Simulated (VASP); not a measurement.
## Ag: relaxation of the atoms with LDA

System: Ag, a slab with vacuum.

```xyz
5
Lattice="2.8284 0.0000 0.0000 -1.4142 2.4495 0.0000 0.0000 0.0000 25.2377" Properties=species:S:1:pos:R:3 pbc="T T T"
Ag    2.1213    0.4083    8.0000
Ag   -0.7071    2.0413   10.3094
Ag    0.7071    1.2248   12.6189
Ag    2.1213    0.4083   14.9283
Ag   -0.7071    2.0413   17.2377
```

```
Program                : VASP 6.6.1
Task                   : relaxation of the atoms
Functional             : LDA
Potentials or basis    : VASP PAW LDA potentials, release 64 (Ag)
Cutoff                 : 520 eV
k mesh                 : 13 × 13 × 1
Occupations            : fermi-dirac, width 0.05 eV
Spin                   : no spin polarisation
Dipole correction      : yes
Further INCAR settings : ALGO = Normal; EDIFF = 1e-06; IBRION = 2; EDIFFG = -0.01; NSW = 60
```

The energy gained by relaxing is 0.0 meV/atom and the ionic steps are 3. The largest force after relaxing is 0.006 eV/Å and the band gap on the k mesh is zero (an odd number of electrons rules out a gap without spin polarisation).

Forces on the atoms (eV/Å):
```
Ag   0.000  0.000 -0.006
Ag   0.000  0.000 -0.004
Ag   0.000  0.000  0.000
Ag   0.000  0.000  0.004
Ag   0.000  0.000  0.006
```

Final structure:
```cif
data_structure
_symmetry_space_group_name_H-M 'P 1'
_symmetry_Int_Tables_number 1
_cell_length_a 2.8284
_cell_length_b 2.8284
_cell_length_c 25.2377
_cell_angle_alpha 90.000
_cell_angle_beta 90.000
_cell_angle_gamma 120.000
_cell_volume 174.85
loop_
_atom_site_label
_atom_site_type_symbol
_atom_site_fract_x
_atom_site_fract_y
_atom_site_fract_z
_atom_site_occupancy
Ag1 Ag 0.83333 0.16667 0.31701 1
Ag2 Ag 0.16667 0.83333 0.40838 1
Ag3 Ag 0.50000 0.50000 0.50000 1
Ag4 Ag 0.83333 0.16667 0.59162 1
Ag5 Ag 0.16667 0.83333 0.68299 1
```

Levels at points of the mesh, in eV from the Fermi level:
| k point | band 25 | band 26 | band 27 | band 28 | band 29 | band 30 | band 31 | band 32 |
| --- | --- | --- | --- | --- | --- | --- | --- | --- |
| (0.00, 0.00, 0.00) | -3.30 | -3.30 | -3.14 | -3.14 | -3.12 | -0.93 | -0.11 | 4.26 |

It took 7.6 min on 1 thread of Oxide Virtual Turin-like Processor (shared host), peak memory 0.26 GiB.
